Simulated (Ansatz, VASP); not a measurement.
# Two plane-wave programs on V

```
V
1.0
    -1.50063    1.50063    1.50063
     1.50063   -1.50063    1.50063
     1.50063    1.50063   -1.50063
V
1
Direct
  0.00000 0.00000 0.00000
```

Alike in both runs: functional PBE; k mesh 20 × 20 × 20; occupations fermi-dirac, width 0.15 eV; no spin polarisation.

Ansatz relaxed the structure, and its values are those at the end. VASP's run is a single point on that final structure, the one shown.

```csv
,VASP,Ansatz
version,VASP 6.6.1,Ansatz 0.2.0
potentials or method,"VASP PAW PBE potentials, release 64 (V_sv), cutoff 520 eV","scalar-relativistic, plane waves, PAW"
valence electrons in the cell,13,13
```

```csv
,VASP,Ansatz,Ansatz less VASP
gap on the k mesh at the Fermi level (eV),none,none,-
pressure (GPa),0.3,0.0,-0.34
```

A gap of «none» marks a metal or a gap that the smearing closes. With one functional, cell and mesh, what is left measures potentials, basis and numerics.
